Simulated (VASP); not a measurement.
Wanted: the native input for a VASP 6.6.1 run.

- Task: single point
- Functional: PBE
- Potentials or basis: VASP PAW PBE potentials, release 64 (Ru_pv)
- Cutoff: 520 eV
- k mesh: 8 × 5 × 36
- Occupations: gaussian, width 0.1 eV
- Spin: no spin polarisation
- Dipole correction: no
- Further INCAR settings: ALGO = Fast; EDIFF = 1e-06; NBANDS = 21

The structure of Ru lies in POSCAR:

```
Ru
1.0
    4.1973183000      0.0000000000      0.0000000000
    0.0000000000      6.8307327999      0.0000000000
    0.0000000000     -2.4395474285      0.9316273182
Ru
2
Direct
    0.2500000000      0.3333333333      0.3333333333
    0.7500000000      0.6666666667      0.6666666667
```

These files were run (other wordings do the same):

INCAR

```
ALGO = Fast
EDIFF = 1E-6
ENCUT = 520
GGA = PE
ISIF = 2
ISMEAR = 0
LASPH = T
LCHARG = F
LREAL = F
LWAVE = F
NBANDS = 21
NELM = 100
PREC = Accurate
SIGMA = 0.1
```

KPOINTS

```
k-points
0
Gamma
  8 5 36
```

Potentials or basis: VASP PAW PBE potentials, release 64 (Ru_pv).

The run is started by

```sh
$ cat potpaw_PBE.64/Ru_pv/POTCAR > POTCAR
$ mpirun -np 1 vasp_std > vasp.out
```

Results of the run:

| Quantity | Value |
| --- | --- |
| Pressure | 12.8 GPa |
| Largest force | 0.348 eV/Å |
| Band gap on the k mesh | zero (band 14 reaches 14.70 eV, above the bottom of band 15 at 11.76 eV) |

Caveat: the k points lie up to 0.52 Å⁻¹ apart.

Run time: 5.2 min on 1 thread of Intel Xeon 6975P-C, with other jobs on the host, peak memory 0.34 GiB.
